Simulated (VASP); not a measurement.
Set up this calculation in VASP 6.6.1, as the native input.

| Quantity | Value |
| --- | --- |
| Task | single point |
| Functional | r2SCAN |
| Potentials or basis | VASP PAW PBE potentials, release 64 (Mg) |
| Cutoff | 520 eV |
| k mesh | 12 × 12 × 8 |
| Occupations | gaussian, width 0.05 eV |
| Spin | no spin polarisation |
| Dipole correction | no |
| Further INCAR settings | ALGO = Normal; EDIFF = 1e-07; NBANDS = 9 |

The system is Mg.

```
CELL_PARAMETERS angstrom
3.21000 0.00000 0.00000
-1.60500 2.77994 0.00000
0.00000 0.00000 5.21304
ATOMIC_POSITIONS crystal
Mg 0.33333 0.66667 0.75000
Mg 0.66667 0.33333 0.25000
```

The input as run:

POSCAR

```
Mg
1.0
    3.2099988915      0.0000000000      0.0000000000
   -1.6049994458      2.7799405861      0.0000000000
    0.0000000000      0.0000000000      5.2130381998
Mg
2
Direct
    0.3333333333      0.6666666667      0.7500000000
    0.6666666667      0.3333333333      0.2500000000
```

INCAR.step1

```
PREC = Accurate ; ENCUT = 520
ISMEAR = 0 ; SIGMA = 0.05
LREAL = F ; LASPH = T
NELM = 80 ; NBANDS = 9
GGA = PE ; ALGO = Normal
EDIFF = 1E-4 ; LWAVE = T
LCHARG = F
```

INCAR.step2

```
PREC = Accurate ; ENCUT = 520
EDIFF = 1E-7 ; ISMEAR = 0
SIGMA = 0.05 ; LREAL = F
LASPH = T ; NELM = 80
ALGO = Normal ; ISIF = 2
LWAVE = F ; LCHARG = T
METAGGA = R2SCAN ; LMIXTAU = T
LELF = T ; LVHAR = T
NBANDS = 9 ; ISTART = 1
```

KPOINTS

```
regular mesh
0
Gamma
  12 12 8
```

Potentials or basis: VASP PAW PBE potentials, release 64 (Mg).

Command:

```console
$ cat potpaw_PBE.64/Mg/POTCAR > POTCAR
$ cp INCAR.step1 INCAR
$ mpirun -np 1 vasp_std > vasp.out
$ cp INCAR.step2 INCAR
$ mpirun -np 1 vasp_std > vasp.out
```

It gave:

```yaml
Pressure: -1.4 GPa
Band_gap_on_the_k_mesh: zero (band 2 reaches 3.61 eV, above the bottom of band 3 at 1.38 eV)
```

Caveat: the PAW data sets were made with another functional, which shifts forces and pressure a little.

It took 2.7 min on 1 thread of AMD EPYC 7R13 Processor (Zen 3), with other jobs on the host, peak memory 0.15 GiB.
